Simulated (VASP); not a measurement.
# SrMo3 (Pm-3m) in VASP: notebook, part 2 of 2

VASP 6.6.1. The steps go on from the part before.

## 4. Relaxation of cell and atoms, PBE

File INCAR:

```
SYSTEM = SrMo3
PREC = Accurate ; ENCUT = 600
EDIFF = 1E-6 ; ISMEAR = 0
SIGMA = 0.1 ; LREAL = .FALSE.
LASPH = .TRUE. ; NELM = 60
ALGO = Normal ; ISIF = 3
LWAVE = .FALSE. ; LCHARG = .FALSE.
GGA = PE ; IBRION = 2
NSW = 90 ; EDIFFG = -0.04
```

File KPOINTS:

```
regular mesh
0
G
  4 4 4
  0 0 0
```

File POSCAR:

```
SrMo3
1.0
    4.2176709610      0.0000000000      0.0000000000
    0.0000000000      4.2176709610      0.0000000000
    0.0000000000      0.0000000000      4.2176709610
Sr Mo
1 3
Direct
    0.0000000000      0.0000000000      0.0000000000
    0.0000000000      0.5000000000      0.5000000000
    0.5000000000      0.0000000000      0.5000000000
    0.5000000000      0.5000000000      0.0000000000
```

Potentials or basis: VASP PAW PBE potentials, release 64 (Sr_sv, Mo_sv).

Started as:

```sh
> cat potpaw_PBE.64/Sr_sv/POTCAR potpaw_PBE.64/Mo_sv/POTCAR > POTCAR
> mpirun -np 1 vasp_std > vasp.out
```

OUTCAR:

```text
SYSTEM = SrMo3
   PREC = Accurate
   ENCUT = 600
   EDIFF = 1E-6
   ISMEAR = 0
   LREAL = .FALSE.
   LASPH = .TRUE.
   NELM = 60
   ISIF = 3
   GGA = PE
   IBRION = 2
   NSW = 90
   EDIFFG = -0.04

 ion  position               nearest neighbor table
   1  0.000  0.000  0.000-   2 2.98   3 2.98   4 2.98   2 2.98   3 2.98   2 2.98   4 2.98   2 2.98
                             3 2.98   4 2.98   3 2.98   4 2.98
   2  0.000  0.500  0.500-   1 2.98   3 2.98   4 2.98   1 2.98   4 2.98   1 2.98   3 2.98   1 2.98
                             3 2.98   4 2.98   4 2.98   3 2.98
   3  0.500  0.000  0.500-   1 2.98   2 2.98   4 2.98   1 2.98   4 2.98   2 2.98   4 2.98   4 2.98
                             1 2.98   2 2.98   1 2.98   2 2.98
   4  0.500  0.500  0.000-   1 2.98   2 2.98   3 2.98   2 2.98   3 2.98   1 2.98   3 2.98   3 2.98
                             1 2.98   2 2.98   2 2.98   1 2.98

  LATTYP: Found a simple cubic cell.
 ALAT       =     4.2176709610

  Lattice vectors:

[... 177 lines left out ...]
  Total        2.8634562      2.8634562      2.8634562      0.0000000      0.0000000      0.0000000
  in kB       61.1481106     61.1481106     61.1481106      0.0000000      0.0000000      0.0000000
  external PRESSURE =      61.1481106 kB  Pullay stress =       0.0000000 kB
[... 63 lines left out ...]
--------------------------------------- Ionic step        3  -------------------------------------------

 number of electron      52.0000004 magnetization

 Free energy of the ion-electron system (eV)
  ---------------------------------------------------
  ext. energy  EPLUGINS =         0.00000000
  ---------------------------------------------------
  free energy    TOTEN  =       -28.38859478 eV

  energy without entropy =      -28.34897974  energy(sigma->0) =      -28.36878726

 E-fermi :   8.3182     XC(G=0): -11.8794

 val. band max:        8.2443511115   @ k =   0.0000   0.0000   0.0000
 cond. band min:       8.3512313596   @ k =   0.5000   0.5000   0.2500
 fundamental gap:      0.1068802481
 Fermi energy:         8.3181922117

 k-point     1 :       0.0000    0.0000    0.0000
  band No.  band energies     occupation
      1     -52.5529      2.00000
      2     -52.4570      2.00000
      3     -52.4570      2.00000
      4     -26.8046      2.00000
      5     -26.8046      2.00000
      6     -26.8046      2.00000
[... 360 lines left out ...]
  FREE ENERGIE OF THE ION-ELECTRON SYSTEM (eV)
  ---------------------------------------------------
  free  energy   TOTEN  =       -28.3885947821 eV

  energy  without entropy=      -28.3489797436  energy(sigma->0) =      -28.36878726

 reached required accuracy - stopping structural energy minimisation
```

OSZICAR:

```text
N       E                     dE             d eps       ncg     rms          rms(c)
DAV:   1     0.625008992870E+03    0.62501E+03   -0.34900E+04   620   0.193E+03
DAV:   2    -0.508267922009E+01   -0.63009E+03   -0.62251E+03   683   0.529E+02
DAV:   3    -0.303977484211E+02   -0.25315E+02   -0.24007E+02   897   0.886E+01
[... 29 lines left out ...]
DAV:   6    -0.283880845370E+02   -0.40281E-02   -0.92498E-03   923   0.350E-01    0.288E-01
DAV:   7    -0.283886059216E+02   -0.52138E-03   -0.11709E-03   876   0.186E-01    0.555E-02
DAV:   8    -0.283885962000E+02    0.97215E-05   -0.48771E-05   910   0.354E-02    0.217E-02
DAV:   9    -0.283885950870E+02    0.11130E-05   -0.64578E-06   587   0.937E-03    0.728E-03
DAV:  10    -0.283885947821E+02    0.30497E-06   -0.89701E-07   338   0.560E-03
   3 F= -.28388595E+02 E0= -.28368787E+02  d E =-.672023E-01
```

CONTCAR:

```text
SrMo3
   1.00000000000000
     4.2857928704642125    0.0000000000000000    0.0000000000000000
     0.0000000000000000    4.2857928704642125   -0.0000000000000000
     0.0000000000000000    0.0000000000000000    4.2857928704642125
  Sr              Mo
     1     3
Direct
     0.0000000000000000    0.0000000000000000    0.0000000000000000
     0.0000000000000000    0.5000000000000000    0.5000000000000000
     0.5000000000000000    0.0000000000000000    0.5000000000000000
     0.5000000000000000    0.5000000000000000    0.0000000000000000

  0.00000000E+00  0.00000000E+00  0.00000000E+00
  0.00000000E+00  0.00000000E+00  0.00000000E+00
  0.00000000E+00  0.00000000E+00  0.00000000E+00
  0.00000000E+00  0.00000000E+00  0.00000000E+00
```

Run time: 68 s. Hardware: 1 thread of Intel Xeon Platinum 8259CL at 2.50GHz (Skylake/Cascade Lake), shared host; peak memory 0.22 GiB.

Results:

* Free energy: -28.3886 eV
* Relaxed volume: 19.68 Å³/atom
* Relaxed cell: a = 4.286 Å, b = 4.286 Å, c = 4.286 Å, α = 90.00°, β = 90.00°, γ = 90.00°
* Space group after relaxing (to 0.1 Å): Pm-3m (No. 221)
* Energy gained by relaxing: 16.8 meV/atom
* Ionic steps: 3
* Pressure after relaxing: -0.1 GPa
* Band gap on the k mesh: zero (bands 26 and 27 overlap by 0.86 eV)

The path:
```
step  energy change (eV)  largest force (eV/Å)  pressure (GPa)  volume (Å³)
   1              0.0000                0.0000            6.11        75.03
   2              0.0149                0.0000           -5.73        83.07
   3             -0.0672                0.0000           -0.06        78.72
```

Final structure:
```
Sr Mo
1.0
     4.28579    0.00000    0.00000
     0.00000    4.28579    0.00000
     0.00000    0.00000    4.28579
Sr Mo
1 3
Direct
  0.00000 0.00000 0.00000
  0.00000 0.50000 0.50000
  0.50000 0.00000 0.50000
  0.50000 0.50000 0.00000
```

Caveat: the k points lie up to 0.37 Å⁻¹ apart in the final cell, too coarse for converged energies and pressures of a metal.

## 5. Single point, PBE

This run uses another cell than the first one, of 19.60 Å³/atom.

File INCAR:

```
PREC = Accurate
ENCUT = 520
EDIFF = 1E-7
ISMEAR = 0
SIGMA = 0.1
LREAL = False
LASPH = True
NELM = 80
ALGO = Fast
ISIF = 2
LWAVE = False
LCHARG = False
GGA = PE
NBANDS = 34
```

File KPOINTS:

```
regular mesh
0
Gamma
  12 12 12
```

File POSCAR:

```
SrMo3
1.0
    4.2798210596      0.0000000000      0.0000000000
    0.0000000000      4.2798210596      0.0000000000
    0.0000000000      0.0000000000      4.2798210596
Sr Mo
1 3
Direct
    0.0000000000      0.0000000000      0.0000000000
    0.0000000000      0.5000000000      0.5000000000
    0.5000000000      0.0000000000      0.5000000000
    0.5000000000      0.5000000000      0.0000000000
```

Started as:

```sh
> cat potpaw_PBE.64/Sr_sv/POTCAR potpaw_PBE.64/Mo_sv/POTCAR > POTCAR
> mpirun -np 1 vasp_std > vasp.out
```

It took 2.9 min on 1 thread of Intel Xeon Platinum 8259CL at 2.50GHz (Skylake/Cascade Lake), shared host; peak memory 0.31 GiB.

Results (log left out):

```yaml
Free_energy: -28.3468 eV
Pressure: 0.4 GPa
Band_gap_on_the_k_mesh: zero (bands 26 and 27 overlap by 0.95 eV)
```

Levels at points of the mesh, in eV from the Fermi level:
| k point | band 22 | band 23 | band 24 | band 25 | band 26 | band 27 | band 28 | band 29 | band 30 | band 31 |
| --- | --- | --- | --- | --- | --- | --- | --- | --- | --- | --- |
| (0.00, 0.00, 0.00) | -3.11 | -3.11 | -0.07 | -0.07 | -0.07 | 1.74 | 1.74 | 2.71 | 3.26 | 3.26 |
| (0.50, 0.00, 0.00) | -1.22 | -1.18 | -1.18 | -1.05 | -1.05 | 0.12 | 0.29 | 0.68 | 0.82 | 0.82 |
| (0.50, 0.50, 0.00) | -1.09 | -1.09 | -1.01 | -1.01 | -0.81 | -0.68 | 0.15 | 0.38 | 0.38 | 0.43 |
| (0.50, 0.50, 0.50) | -0.96 | -0.96 | -0.13 | -0.13 | -0.13 | 0.46 | 0.46 | 0.73 | 2.51 | 2.51 |

## 6. Relaxation of cell and atoms, PBE

This run uses another cell than the first one, of 19.61 Å³/atom.

File INCAR:

```
PREC = Accurate
ENCUT = 600
EDIFF = 1E-6
ISMEAR = 0
SIGMA = 0.1
LREAL = False
LASPH = True
NELM = 80
ALGO = Fast
ISIF = 3
LWAVE = False
LCHARG = False
GGA = PE
IBRION = 2
NSW = 100
EDIFFG = -0.01
```

KPOINTS is that of step 5.

File POSCAR:

```
SrMo3
1.0
    4.2804449759      0.0000000000      0.0000000000
    0.0000000000      4.2804449759      0.0000000000
    0.0000000000      0.0000000000      4.2804449759
Sr Mo
1 3
Direct
    0.0000000000      0.0000000000      0.0000000000
    0.0000000000      0.5000000000      0.5000000000
    0.5000000000      0.0000000000      0.5000000000
    0.5000000000      0.5000000000      0.0000000000
```

Potentials or basis: VASP PAW PBE potentials, release 64 (Sr_sv, Mo_sv).

Started as:

```sh
> cat potpaw_PBE.64/Sr_sv/POTCAR potpaw_PBE.64/Mo_sv/POTCAR > POTCAR
> mpirun -np 1 vasp_std > vasp.out
```

Run time: 9.7 min. Hardware: 1 thread of Intel Xeon Platinum 8259CL at 2.50GHz (Skylake/Cascade Lake), shared host; peak memory 0.37 GiB.

The run converged. Its results:

```yaml
Free_energy: -28.3463 eV
Relaxed_volume: 19.66 Å³/atom
Relaxed_cell: a = 4.285 Å, b = 4.285 Å, c = 4.285 Å, α = 90.00°, β = 90.00°, γ = 90.00°
Space_group_after_relaxing_to_0.1_Å: Pm-3m (No. 221)
Energy_gained_by_relaxing: 0.1 meV/atom
Ionic_steps: 3
Pressure_after_relaxing: 0.0 GPa
Band_gap_on_the_k_mesh: zero (bands 26 and 27 overlap by 0.94 eV)
```

The path:
```tsv
step	energy change (eV)	largest force (eV/Å)	pressure (GPa)	volume (Å³)
1	0.0000	0.0000	0.36	78.43
2	0.0001	0.0000	-0.38	78.92
3	-0.0003	0.0000	0.00	78.66
```

Final structure:
```yaml
crystal:
  lattice:
    - [4.28467, 0.00000, 0.00000]
    - [0.00000, 4.28467, 0.00000]
    - [0.00000, 0.00000, 4.28467]
  atoms:
    - { symbol: Sr, position: [0.00000, 0.00000, 0.00000] }
    - { symbol: Mo, position: [0.00000, 0.50000, 0.50000] }
    - { symbol: Mo, position: [0.50000, 0.00000, 0.50000] }
    - { symbol: Mo, position: [0.50000, 0.50000, 0.00000] }
```

Levels at points of the mesh, in eV from the Fermi level:
```tsv
k point	band 22	band 23	band 24	band 25	band 26	band 27	band 28	band 29	band 30	band 31
(0.00, 0.00, 0.00)	-3.09	-3.09	-0.07	-0.07	-0.07	1.74	1.74	2.69	3.24	3.24
(0.50, 0.00, 0.00)	-1.21	-1.18	-1.18	-1.05	-1.05	0.12	0.29	0.68	0.82	0.82
(0.50, 0.50, 0.00)	-1.09	-1.09	-1.01	-1.01	-0.81	-0.68	0.15	0.37	0.37	0.43
(0.50, 0.50, 0.50)	-0.96	-0.96	-0.12	-0.12	-0.12	0.46	0.46	0.73	2.49	2.49
```

## 7. Overview

| task | cell | k mesh | cutoff (eV) | gap on the mesh (eV) | pressure (GPa) | relaxed volume (Å³/atom) |
| --- | --- | --- | --- | --- | --- | --- |
| single point | a = 4.218 Å, 4 atoms | 4 × 4 × 4 | 520 | none | 6.2 | - |
| single point | a = 4.280 Å, 4 atoms | 4 × 4 × 4 | 520 | none | 0.4 | - |
| relaxation of cell and atoms | relaxed from a = 4.218 Å, 4 atoms | 4 × 4 × 4 | 600 | none | -0.1 | 19.68 |
| single point | a = 4.280 Å, 4 atoms | 12 × 12 × 12 | 520 | none | 0.4 | - |
| relaxation of cell and atoms | relaxed from a = 4.280 Å, 4 atoms | 12 × 12 × 12 | 600 | none | 0.0 | 19.66 |

Alike in all rows: level PBE; potentials or basis VASP PAW PBE potentials, release 64 (Sr_sv, Mo_sv); no spin polarisation; smearing gaussian 0.1 eV.

Caveats: some runs use coarse meshes.

Absolute energies hang on the potentials; compare differences alone.
